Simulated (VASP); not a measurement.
# SnO2 in VASP: a series of runs

Runs on SnO2. Level: LDA. Tasks: single point.

All numbers are computed with VASP 6.6.1; they aren't measurements. Logs are shortened: lines on timing, memory, paths and dates and some standing lists are left out, and cuts for length are marked.

## 1. The cell of the first run

The typed cell holds 6 atoms: a = 4.591 Å, b = 4.591 Å, c = 3.101 Å, α = 90.00°, β = 90.00°, γ = 90.00°.

## 2. Single point, LDA (10.90 Å³/atom)

INCAR reads:

```
SYSTEM = SnO2
ALGO     = Normal         ! electronic algorithm
EDIFF    = 1E-6           ! SCF threshold, eV
ENCUT    = 520            ! plane-wave cutoff, eV
ISIF     = 2              ! what is computed and relaxed
ISMEAR   = 0              ! smearing method
LASPH    = .True.         ! aspherical terms in the spheres
LCHARG   = .False.        ! write CHGCAR
LREAL    = .False.        ! projectors in reciprocal space
LWAVE    = .False.        ! write WAVECAR
NBANDS   = 35             ! bands
NELM     = 60             ! most SCF steps
PREC     = Accurate       ! precision mode
SIGMA    = 0.05           ! smearing width, eV
```

KPOINTS reads:

```
k-points
0
Gamma
  6 6 10
  0 0 0
```

POSCAR reads:

```
SnO2
1.0
    4.5907690071      0.0000000000      0.0000000000
    0.0000000000      4.5912560723      0.0000000000
    0.0000000000      0.0000000000      3.1014267489
Sn O
2 4
Direct
    0.5000000000      0.5000000000      0.5000000000
    0.0000000000      0.0000000000      0.0000000000
    0.3043562823      0.3046353905      0.0000000000
    0.8043562823      0.1953646095      0.5000000000
    0.1956437177      0.8046353905      0.5000000000
    0.6956437177      0.6953646095      0.0000000000
```

Potentials or basis: VASP PAW LDA potentials, release 64 (Sn_d, O).

The run is started by

```
$ cat potpaw_LDA.64/Sn_d/POTCAR potpaw_LDA.64/O/POTCAR > POTCAR
$ mpirun -np 1 vasp_std > vasp.out
```

OUTCAR:

```text
SYSTEM = SnO2
   EDIFF = 1E-6
   ENCUT = 520
   ISIF = 2
   ISMEAR = 0
   LASPH = .True.
   LREAL = .False.
   NELM = 60
   PREC = Accurate

 ion  position               nearest neighbor table
   1  0.500  0.500  0.500-   4 1.98   5 1.98   3 2.00   6 2.00   3 2.00   6 2.00   2 3.60   2 3.60
                             2 3.60   2 3.60   2 3.60   2 3.60   2 3.60   2 3.60
   2  0.000  0.000  0.000-   3 1.98   6 1.98   5 2.00   4 2.00   4 2.00   5 2.00   1 3.60   1 3.60
                             1 3.60   1 3.60   1 3.60   1 3.60   1 3.60   1 3.60
   3  0.304  0.305  0.000-   2 1.98   1 2.00   1 2.00
   4  0.804  0.195  0.500-   1 1.98   2 2.00   2 2.00
   5  0.196  0.805  0.500-   1 1.98   2 2.00   2 2.00
   6  0.696  0.695  0.000-   2 1.98   1 2.00   1 2.00

  LATTYP: Found a simple orthorhombic cell.
 ALAT       =     3.1014267489
 B/A-ratio  =     1.4802119730
 C/A-ratio  =     1.4803690185

  Lattice vectors:

 A1 = (   0.0000000000,   0.0000000000,   3.1014267489)
 A2 = (   4.5907690071,   0.0000000000,   0.0000000000)
 A3 = (   0.0000000000,   4.5912560723,   0.0000000000)

Analysis of symmetry for initial positions (statically):
=====================================================================
 Subroutine PRICEL returns:
 Original cell was already a primitive cell.

 Routine SETGRP: Setting up the symmetry group for a
 simple orthorhombic supercell.

 Subroutine GETGRP returns: Found  8 space group operations
 (whereof  4 operations were pure point group operations)
 out of a pool of  8 trial point group operations.

The static configuration has the point symmetry C_2h.
 The point group associated with its full space group is D_2h.

Analysis of symmetry for dynamics (positions and initial velocities):
=====================================================================
 Subroutine PRICEL returns:
 Original cell was already a primitive cell.

 Routine SETGRP: Setting up the symmetry group for a
 simple orthorhombic supercell.

 Subroutine GETGRP returns: Found  8 space group operations
 (whereof  4 operations were pure point group operations)
 out of a pool of  8 trial point group operations.

The dynamic configuration has the point symmetry C_2h.
 The point group associated with its full space group is D_2h.

 Subroutine INISYM returns: Found  8 space group operations
 (whereof  4 operations are pure point group operations),
 and found     1 'primitive' translations

----------------------------------------------------------------------------------------

                                     Primitive cell
[... 104 lines left out ...]
   NFREE  =      0    steps in history (QN), initial steepest desc. (CG)
   ISIF   =      2    stress and relaxation
   ISYM   =      2    0-nonsym 1-usesym 2-fastsym
   POTIM  = 0.5000    time-step for ionic-motion
   TEBEG  =    0.0;   TEEND  =   0.0 temperature during run
   PSTRESS=    0.0 pullay stress
   NELECT =      52.0000    total number of electrons
   NUPDOWN=      -1.0000    fix difference up-down
   EMIN   =  10.00;   EMAX   =-10.00  energy-range for DOS
   EFERMI =   0.00;   METHOD = LEGACY
   ISMEAR =     0;   SIGMA  =   0.05  broadening in eV -4-tet -1-fermi 0-gaus
   EFERMI_NEDOS =   21; number of points for ismear=-14 and -15
   IALGO  =     38    algorithm
   IMIX   =      4    mixing-type and parameters
     AMIX     =   0.40;   BMIX     =  1.00
     AMIX_MAG =   1.60;   BMIX_MAG =  1.00
  volume/ion in A,a.u.               =      10.90        73.52
  Fermi-wavevector in a.u.,A,eV,Ry     =   1.516875  2.866478 31.305776  2.300910
  Thomas-Fermi vector in A             =   2.626206
   LORBIT       =      0    0 simple, 1 ext, 2 COOP (PROOUT), +10 PAW based schemes
   GGA     = CA    functional components
   LHFCALC =     F    Hartree Fock is set to
   AEXX    =    0.0000 exact exchange contribution
   IVDW    =     0    specifies the selected vdW correction
   LEPSILON=     F    determine dielectric tensor
   LRPA    =     F    only Hartree local field effects (RPA)
 non-spin polarized calculation
 Gauss-broadening in eV      SIGMA  =   0.05
  energy-cutoff  :      520.00
  volume of cell :       65.37
 maximum number of plane-waves:      1779
 NGX is ok and might be reduce to    36
   NGX = 17   NGY = 17   NGZ = 11

 number of electron      52.0000032 magnetization

 Free energy of the ion-electron system (eV)
  ---------------------------------------------------
  ext. energy  EPLUGINS =         0.00000000
  ---------------------------------------------------
  free energy    TOTEN  =       -41.85926860 eV

  energy without entropy =      -41.85926860  energy(sigma->0) =      -41.85926860

 E-fermi :   7.2940     XC(G=0): -12.2842

 val. band max:        6.9875433435   @ k =   0.0000   0.0000   0.0000
 cond. band min:       9.2101878084   @ k =   0.0000   0.0000   0.0000
 fundamental gap:      2.2226444648
 Fermi energy:         7.2940385156

 k-point     1 :       0.0000    0.0000    0.0000
  band No.  band energies     occupation
      1     -14.2336      2.00000
      2     -13.2855      2.00000
      3     -12.8107      2.00000
      4     -12.8105      2.00000
      5     -12.7851      2.00000
      6     -12.7850      2.00000
[... 901 lines left out ...]
     34      19.4717      0.00000
     35      20.2227      0.00000

 [... further k-points ...]

------------------------ aborting loop because EDIFF is reached ----------------------------------------

  FORCE on cell =-STRESS in cart. coord.  units (eV):
  Direction    XX          YY          ZZ          XY          YZ          ZX
  --------------------------------------------------------------------------------------
  -------------------------------------------------------------------------------------
  Total        8.8827341      8.8856249     11.0456357     -0.0000000      0.0000000      0.0000000
  in kB      217.7101915    217.7810421    270.7215410     -0.0000000      0.0000000      0.0000000
  external PRESSURE =     235.4042582 kB  Pullay stress =       0.0000000 kB

 VOLUME and BASIS-vectors are now :
 -----------------------------------------------------------------------------
  energy-cutoff  :      520.00
  volume of cell :       65.37
      direct lattice vectors                 reciprocal lattice vectors
     4.590769007  0.000000000  0.000000000     0.217828429  0.000000000  0.000000000
     0.000000000  4.591256072  0.000000000     0.000000000  0.217805320  0.000000000
     0.000000000  0.000000000  3.101426749     0.000000000  0.000000000  0.322432248

 POSITION                                       TOTAL-FORCE (eV/Angst)
 -----------------------------------------------------------------------------------
      2.29538      2.29563      1.55071        -0.000000      0.000000      0.000000
      0.00000      0.00000      0.00000        -0.000000      0.000000      0.000000
      1.39723      1.39866      0.00000        -0.019914     -0.019055      0.000000
      3.69261      0.89697      1.55071        -0.019914      0.019055      0.000000
      0.89816      3.69429      1.55071         0.019914     -0.019055     -0.000000
      3.19354      3.19260      0.00000         0.019914      0.019055     -0.000000
 -----------------------------------------------------------------------------------
    total drift:                                0.000000      0.000000     -0.000000

  FREE ENERGIE OF THE ION-ELECTRON SYSTEM (eV)
  ---------------------------------------------------
  free  energy   TOTEN  =       -41.8592686027 eV

  energy  without entropy=      -41.8592686027  energy(sigma->0) =      -41.85926860
```

It took 75 s on 1 thread of Intel Xeon 6975P-C (Granite Rapids), shared host; peak memory 0.27 GiB.

What came out:

* Free energy: -41.8593 eV
* Pressure: 23.5 GPa
* Largest force: 0.028 eV/Å
* Band gap on the k mesh: 2.22 eV

Forces on the atoms (eV/Å):
```
Sn   0.000  0.000  0.000
Sn   0.000  0.000  0.000
O   -0.020 -0.019  0.000
O   -0.020  0.019  0.000
O    0.020 -0.019  0.000
O    0.020  0.019  0.000
```

Caveat: the cell stands under pressure; spin-orbit coupling is left out, which moves the levels of the heavy elements.

## 3. Single point, LDA (12.79 Å³/atom)

This run uses another cell than the first one, of 12.79 Å³/atom.

INCAR reads:

```
PREC     = Accurate       # precision mode
ENCUT    = 520            # plane-wave cutoff, eV
EDIFF    = 1E-7           # SCF threshold, eV
ISMEAR   = 0              # smearing method
SIGMA    = 0.05           # smearing width, eV
LREAL    = False          # projectors in reciprocal space
LASPH    = True           # aspherical terms in the spheres
NELM     = 80             # most SCF steps
ALGO     = Normal         # electronic algorithm
ISIF     = 2              # what is computed and relaxed
LWAVE    = False          # write WAVECAR
LCHARG   = False          # write CHGCAR
GGA      = CA             # functional
NBANDS   = 35             # bands
```

KPOINTS reads:

```
regular mesh
0
Gamma
  6 6 10
```

POSCAR reads:

```
SnO2
1.0
    4.8428372877      0.0000000000      0.0000000000
    0.0000000000      4.8433510965      0.0000000000
    0.0000000000      0.0000000000      3.2717187646
Sn O
2 4
Direct
    0.5000000000      0.5000000000      0.5000000000
    0.0000000000      0.0000000000      0.0000000000
    0.3080031304      0.3080509294      0.0000000000
    0.8080031304      0.1919490706      0.5000000000
    0.1919968696      0.8080509294      0.5000000000
    0.6919968696      0.6919490706      0.0000000000
```

Potentials or basis: VASP PAW LDA potentials, release 64 (Sn_d, O).

The run is started by

```
$ cat potpaw_LDA.64/Sn_d/POTCAR potpaw_LDA.64/O/POTCAR > POTCAR
$ mpirun -np 1 vasp_std > vasp.out
```

It took 3.9 min on 1 thread of Intel Xeon 8259CL, shared host; peak memory 0.3 GiB.

It converged, with:

```
Free energy            : -42.0689 eV
Pressure               : -12.5 GPa
Largest force          : 0.030 eV/Å
Band gap on the k mesh : 0.39 eV
```

Forces in eV/Å, atoms in the order of the input:
```
Sn   0.000  0.000  0.000
Sn   0.000  0.000  0.000
O   -0.021 -0.021  0.000
O   -0.021  0.021  0.000
O    0.021 -0.021  0.000
O    0.021  0.021  0.000
```

Stress tensor (GPa, compression positive):
```
-11.35   0.00   0.00
  0.00 -11.36   0.00
  0.00   0.00 -14.75
```

Levels at points of the mesh, in eV from the valence-band top:
```csv
k point,band 24,band 25,band 26,band 27,band 28,band 29
"(0.00, 0.00, 0.00)",-0.74,-0.74,0.00,0.39,5.21,5.69
"(0.50, 0.00, 0.00)",-1.26,-0.62,-0.62,3.58,3.58,6.38
"(0.00, 0.50, 0.00)",-1.26,-0.62,-0.62,3.58,3.58,6.38
"(0.50, 0.50, 0.00)",-1.38,-0.83,-0.83,3.89,3.89,6.77
"(0.00, 0.00, 0.50)",-1.53,-1.18,-1.18,5.25,5.25,9.02
"(0.50, 0.00, 0.50)",-1.01,-0.77,-0.77,5.51,5.51,7.28
"(0.00, 0.50, 0.50)",-1.01,-0.77,-0.77,5.51,5.51,7.28
"(0.50, 0.50, 0.50)",-0.94,-0.76,-0.76,4.09,4.09,8.19
```

Caveat: the cell stands under tension; spin-orbit coupling is left out, which moves the levels of the heavy elements.
